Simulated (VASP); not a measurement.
# Ti in VASP: relaxation of the atoms with PBE

Aim: the relaxation of the atoms of Ti with PBE.

Everything below comes from runs of VASP 6.6.1. Logs are shortened: lines on timing, memory, paths and dates and some standing lists are left out, and cuts for length are marked.

### 1 The cell of the first run

The cell holds a slab with vacuum, 3 atoms: a = 2.940 Å, b = 2.940 Å, c = 20.648 Å, α = 90.00°, β = 90.00°, γ = 120.00°.

### 2 Relaxation of the atoms, PBE

Contents of INCAR:

```
SYSTEM = Ti
PREC = Accurate ; ENCUT = 520
EDIFF = 1E-7 ; ISMEAR = -1
SIGMA = 0.05 ; LREAL = .False.
LASPH = .True. ; NELM = 60
ALGO = Normal ; ISIF = 2
LWAVE = .False. ; LCHARG = .False.
LDIPOL = .True. ; IDIPOL = 3
DIPOL = 0.5 0.5 0.500 ; GGA = PE
IBRION = 2 ; NSW = 60
EDIFFG = -0.01
```

Contents of KPOINTS:

```
regular mesh
0
Gamma
  13 13 1
  0 0 0
```

Contents of POSCAR:

```
Ti
1.0
    2.9399472394      0.0000000000      0.0000000000
   -1.4699736197      2.5460689951      0.0000000000
    0.0000000000      0.0000000000     20.6479000000
Ti
3
Direct
    0.0000000000      0.0000000000      0.3874493407
    0.3333333340      0.6666666660      0.5000000000
    0.0000000000      0.0000000000      0.6125506593
```

Potentials or basis: VASP PAW PBE potentials, release 64 (Ti_sv).

The run is started by

```
cat potpaw_PBE.64/Ti_sv/POTCAR > POTCAR
mpirun -np 1 vasp_std > vasp.out
```

OUTCAR:

```text
SYSTEM = Ti
   PREC = Accurate
   ENCUT = 520
   EDIFF = 1E-7
   ISMEAR = -1
   LREAL = .False.
   LASPH = .True.
   NELM = 60
   ISIF = 2
   GGA = PE
   IBRION = 2
   NSW = 60
   EDIFFG = -0.01

 ion  position               nearest neighbor table
   1  0.000  0.000  0.387-   2 2.88   2 2.88   2 2.88
   2  0.333  0.667  0.500-   1 2.88   3 2.88   1 2.88   3 2.88   1 2.88   3 2.88
   3  0.000  0.000  0.613-   2 2.88   2 2.88   2 2.88

  LATTYP: Found a hexagonal cell.
 ALAT       =     2.9399472394
 C/A-ratio  =     7.0232212753

  Lattice vectors:

 A1 = (   2.9399472394,   0.0000000000,   0.0000000000)
 A2 = (  -1.4699736197,   2.5460689951,   0.0000000000)
 A3 = (   0.0000000000,   0.0000000000,  20.6479000000)

Analysis of symmetry for initial positions (statically):
=====================================================================
 Subroutine PRICEL returns:
 Original cell was already a primitive cell.

 Routine SETGRP: Setting up the symmetry group for a
 hexagonal supercell.

 Subroutine GETGRP returns: Found 12 space group operations
 (whereof 12 operations were pure point group operations)
 out of a pool of 24 trial point group operations.

The static configuration has the point symmetry D_3h.

Analysis of symmetry for dynamics (positions and initial velocities):
=====================================================================
 Subroutine PRICEL returns:
 Original cell was already a primitive cell.

 Routine SETGRP: Setting up the symmetry group for a
 hexagonal supercell.

 Subroutine GETGRP returns: Found 12 space group operations
 (whereof 12 operations were pure point group operations)
 out of a pool of 24 trial point group operations.

The dynamic configuration has the point symmetry D_3h.

 Subroutine INISYM returns: Found 12 space group operations
 (whereof 12 operations are pure point group operations),
 and found     1 'primitive' translations

----------------------------------------------------------------------------------------

                                     Primitive cell

  volume of cell :     154.5559

  direct lattice vectors                    reciprocal lattice vectors
     2.939947239  0.000000000  0.000000000     0.340142159  0.196381167  0.000000000
    -1.469973620  2.546068995  0.000000000     0.000000000  0.392762334  0.000000000
     0.000000000  0.000000000 20.647900000     0.000000000  0.000000000  0.048431075

  length of vectors
     2.939947239  2.939947239 20.647900000     0.392762334  0.392762334  0.048431075

  position of ions in fractional coordinates (direct lattice)
     0.000000000  0.000000000  0.387449341
     0.333333334  0.666666666  0.500000000
     0.000000000  0.000000000  0.612550659

  ion indices of the primitive-cell ions
   primitive index   ion index
                 1           1
                 2           2
                 3           3

----------------------------------------------------------------------------------------

 KPOINTS: regular mesh

Automatic generation of k-mesh.
 Grid dimensions read from file:
 generate k-points for:   13   13    1

 Generating k-lattice:

  Cartesian coordinates                     Fractional coordinates (reciprocal lattice)
     0.026164781  0.015106244  0.000000000     0.076923077  0.000000000  0.000000000
     0.000000000  0.030212487  0.000000000     0.000000000  0.076923077  0.000000000
     0.000000000  0.000000000  0.048431075     0.000000000  0.000000000  1.000000000

  Length of vectors
     0.030212487  0.030212487  0.048431075

  Shift w.r.t. Gamma in fractional coordinates (k-lattice)
     0.000000000  0.000000000  0.000000000

 Subroutine IBZKPT returns following result:
 ===========================================

 Found     21 irreducible k-points:

 Following reciprocal coordinates:
            Coordinates               Weight
  0.000000  0.000000  0.000000      1.000000
  0.076923  0.000000  0.000000      6.000000
  0.153846  0.000000  0.000000      6.000000
  0.230769 -0.000000  0.000000      6.000000
  0.307692  0.000000  0.000000      6.000000
  0.384615  0.000000  0.000000      6.000000
[... 13 lines left out ...]
  0.384615  0.230769  0.000000      6.000000
  0.307692  0.307692  0.000000      6.000000
   k-points           NKPTS =     21   k-points in BZ     NKDIM =     21   number of bands    NBANDS=     22
   number of dos      NEDOS =    301   number of ions     NIONS =      3
   total plane-waves  NPLWV =  92160
   dimension x,y,z NGX =    24 NGY =   24 NGZ =  160
   dimension x,y,z NGXF=    48 NGYF=   48 NGZF=  320
   ions per type =               3
   NGX,Y,Z   is equivalent  to a cutoff of  13.57, 13.57, 12.88 a.u.
   NGXF,Y,Z  is equivalent  to a cutoff of  27.14, 27.14, 25.76 a.u.
 SYSTEM =  Ti
   PREC   = accura    normal or accurate (medium, high low for compatibility)
   ISTART =      0    job   : 0-new  1-cont  2-samecut
   ICHARG =      2    charge: 1-file 2-atom 10-const
   ISPIN  =      1    spin polarized calculation?
   LNONCOLLINEAR =      F non collinear calculations
   LSORBIT =      F    spin-orbit coupling
   LASPH  =      T    aspherical Exc in radial PAW
   ENCUT  =  520.0 eV  38.22 Ry    6.18 a.u.   5.47  5.47 38.39*2*pi/ulx,y,z
   NELM   =     60;   NELMIN=  2; NELMDL= -5     # of ELM steps
   EDIFF  = 0.1E-06   stopping-criterion for ELM
   LREAL  =      F    real-space projection
   EDIFFG = -.1E-01   stopping-criterion for IOM
   NSW    =     60    number of steps for IOM
   IBRION =      2    ionic relax: 0-MD 1-quasi-New 2-CG
   NFREE  =      1    steps in history (QN), initial steepest desc. (CG)
   ISIF   =      2    stress and relaxation
   ISYM   =      2    0-nonsym 1-usesym 2-fastsym
   POTIM  = 0.5000    time-step for ionic-motion
   TEBEG  =    0.0;   TEEND  =   0.0 temperature during run
   PSTRESS=    0.0 pullay stress
   NELECT =      36.0000    total number of electrons
   NUPDOWN=      -1.0000    fix difference up-down
   EMIN   =  10.00;   EMAX   =-10.00  energy-range for DOS
   EFERMI =   0.00;   METHOD = LEGACY
   ISMEAR =    -1;   SIGMA  =   0.05  broadening in eV -4-tet -1-fermi 0-gaus
   EFERMI_NEDOS =   21; number of points for ismear=-14 and -15
   IALGO  =     38    algorithm
   IMIX   =      4    mixing-type and parameters
     AMIX     =   0.40;   BMIX     =  1.00
     AMIX_MAG =   1.60;   BMIX_MAG =  1.00
  volume/ion in A,a.u.               =      51.52       347.66
  Fermi-wavevector in a.u.,A,eV,Ry     =   1.007273  1.903470 13.804452  1.014599
  Thomas-Fermi vector in A             =   2.140067
   LORBIT       =      0    0 simple, 1 ext, 2 COOP (PROOUT), +10 PAW based schemes
   GGA     = PE    functional components
   LHFCALC =     F    Hartree Fock is set to
   AEXX    =    0.0000 exact exchange contribution
   IVDW    =     0    specifies the selected vdW correction
   LEPSILON=     F    determine dielectric tensor
   LRPA    =     F    only Hartree local field effects (RPA)
 conjugate gradient relaxation of ions
 non-spin polarized calculation
  energy-cutoff  :      520.00
  volume of cell :      154.56
 maximum number of plane-waves:      4237
 NGX is ok and might be reduce to    24
   NGX = 11   NGY = 11   NGZ = 77

--------------------------------------- Ionic step        1  -------------------------------------------

 number of electron      36.0000003 magnetization

 Free energy of the ion-electron system (eV)
  ---------------------------------------------------
  ext. energy  EPLUGINS =         0.00000000
  ---------------------------------------------------
  free energy    TOTEN  =       -21.61419537 eV

  energy without entropy =      -21.54412843  energy(sigma->0) =      -21.57916190

------------------------ aborting loop because EDIFF is reached ----------------------------------------

  FORCE on cell =-STRESS in cart. coord.  units (eV):
  Direction    XX          YY          ZZ          XY          YZ          ZX
  --------------------------------------------------------------------------------------
  -------------------------------------------------------------------------------------
  Total       -1.9320073     -1.9320073     -1.8004622     -0.0000000      0.0000000      0.0000000
  in kB      -20.0278236    -20.0278236    -18.6641840     -0.0000000      0.0000000      0.0000000
  external PRESSURE =     -19.5732771 kB  Pullay stress =       0.0000000 kB
[... 166 lines left out ...]
  FREE ENERGIE OF THE ION-ELECTRON SYSTEM (eV)
  ---------------------------------------------------
  free  energy   TOTEN  =       -21.6583278964 eV

  energy  without entropy=      -21.5934910104  energy(sigma->0) =      -21.62590945

 dipolmoment           0.000000      0.000000      0.000000 electrons x Angstroem

--------------------------------------- Ionic step        6  -------------------------------------------

 number of electron      35.9999995 magnetization

 dipolmoment           0.000000      0.000000     -0.000000 electrons x Angstroem

 Free energy of the ion-electron system (eV)
  ---------------------------------------------------
  ext. energy  EPLUGINS =         0.00000000
  ---------------------------------------------------
  free energy    TOTEN  =       -21.65842521 eV

  energy without entropy =      -21.59395384  energy(sigma->0) =      -21.62618952

 E-fermi :   0.0249     XC(G=0):  -4.8081

 val. band max:        0.0185899472   @ k =   0.0769   0.0000   0.0000
 cond. band min:       0.0291925615   @ k =   0.0769   0.0769   0.0000
 fundamental gap:      0.0106026142
 Fermi energy:         0.0249133665

 k-point     1 :       0.0000    0.0000    0.0000
  band No.  band energies     occupation
      1     -56.8405      2.00000
      2     -56.8263      2.00000
      3     -56.5076      2.00000
      4     -33.3373      2.00000
      5     -33.1635      2.00000
      6     -32.7912      2.00000
[... 514 lines left out ...]
     21       0.3480      0.00312
     22       0.4695      0.00027

------------------------ aborting loop because EDIFF is reached ----------------------------------------

 vacuum level on the upper side and lower side of the slab       (xc-potential included)        -0.015        -0.015

  FORCE on cell =-STRESS in cart. coord.  units (eV):
  Direction    XX          YY          ZZ          XY          YZ          ZX
  --------------------------------------------------------------------------------------
  -------------------------------------------------------------------------------------
  Total       -0.9910092     -0.9910092     -0.0139241      0.0000000     -0.0000000      0.0000000
  in kB      -10.2731272    -10.2731272     -0.1443422      0.0000000     -0.0000000      0.0000000
  external PRESSURE =      -6.8968655 kB  Pullay stress =       0.0000000 kB

 VOLUME and BASIS-vectors are now :
 -----------------------------------------------------------------------------
  energy-cutoff  :      520.00
  volume of cell :      154.56
      direct lattice vectors                 reciprocal lattice vectors
     2.939947239  0.000000000  0.000000000     0.340142159  0.196381167  0.000000000
    -1.469973620  2.546068995  0.000000000     0.000000000  0.392762334  0.000000000
     0.000000000  0.000000000 20.647900000     0.000000000  0.000000000  0.048431075
[... 9 lines left out ...]
  FREE ENERGIE OF THE ION-ELECTRON SYSTEM (eV)
  ---------------------------------------------------
  free  energy   TOTEN  =       -21.6584252057 eV

  energy  without entropy=      -21.5939538421  energy(sigma->0) =      -21.62618952

 reached required accuracy - stopping structural energy minimisation

 vacuum level on the upper side and lower side of the slab         4.419         4.419
```

It used 2000 s of CPU time on 1 thread of AMD EPYC 7R13 Processor (Zen 3), with other jobs on the host.

What came out:

- Free energy: -21.6584 eV
- Energy gained by relaxing: 14.7 meV/atom
- Ionic steps: 6
- Band gap on the k mesh: zero (band 18 reaches 0.73 eV, above the bottom of band 19 at -0.34 eV)

The path:
```csv
step,energy change (eV),largest force (eV/Å),pressure (GPa)
1,0.0000,0.3836,-1.96
2,-0.0132,0.3293,-1.75
3,-0.0396,0.1374,-1.11
4,-0.0145,0.3994,0.38
5,-0.0441,0.0206,-0.75
6,-0.0442,0.0002,-0.69
```

Final structure:
```
Ti
1.0
     2.93995    0.00000    0.00000
    -1.46997    2.54607    0.00000
     0.00000    0.00000   20.64790
Ti
3
Direct
  0.00000 0.00000 0.39264
  0.33333 0.66667 0.50000
  0.00000 0.00000 0.60736
```

Levels at points of the mesh, in eV from the Fermi level:
| k point | band 14 | band 15 | band 16 | band 17 | band 18 | band 19 | band 20 | band 21 | band 22 |
| --- | --- | --- | --- | --- | --- | --- | --- | --- | --- |
| (0.00, 0.00, 0.00) | -4.15 | -2.90 | -0.10 | -0.04 | 0.70 | 0.70 | 0.74 | 0.74 | 0.96 |
